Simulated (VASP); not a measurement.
Write the native input for VASP 6.6.1 that does the following.

| Item | Value |
| --- | --- |
| Task | single point |
| Functional | PBE |
| Potentials or basis | VASP PAW PBE potentials, release 64 (Ti_sv) |
| Cutoff | 500 eV |
| k mesh | 15 × 15 × 15 |
| Occupations | fermi-dirac, width 0.05 eV |
| Spin | no spin polarisation |
| Dipole correction | no |
| Further INCAR settings | ALGO = Normal; EDIFF = 1e-06; NBANDS = 12 |

The structure of Ti lies in POSCAR:

```
Ti
1.0
    0.0000000000      1.9691000000      2.0300000000
    1.9691000000      0.0000000000      2.0300000000
    1.9691000000      1.9691000000      0.0000000000
Ti
1
Direct
    0.0000000000      0.0000000000      0.0000000000
```

This cell differs from its parent crystal: equal xx and yy strain of -3 %.

The input as run:

INCAR

```
ALGO = Normal ; EDIFF = 1E-6
ENCUT = 500 ; GGA = PE
GGA_COMPAT = F ; ISIF = 2
ISMEAR = -1 ; LASPH = T
LCHARG = F ; LREAL = F
LWAVE = F ; NBANDS = 12
NELM = 120 ; PREC = Accurate
SIGMA = 0.05
```

KPOINTS

```
k-points
0
Gamma
  15 15 15
```

Potentials or basis: VASP PAW PBE potentials, release 64 (Ti_sv).

Run with:

```console
$ cat potpaw_PBE.64/Ti_sv/POTCAR > POTCAR
$ mpirun -np 1 vasp_std > vasp.out
```

Results of the run:

| Quantity | Value |
| --- | --- |
| Pressure | 12.2 GPa |
| Band gap on the k mesh | zero (bands 6 and 7 overlap by 1.24 eV) |

Caveat: the cell differs from its parent crystal (equal xx and yy strain of -3 %); the cell stands under pressure.

Run time: 58 s on 1 thread of Intel Xeon 8259CL, on a shared host, peak memory 0.17 GiB.
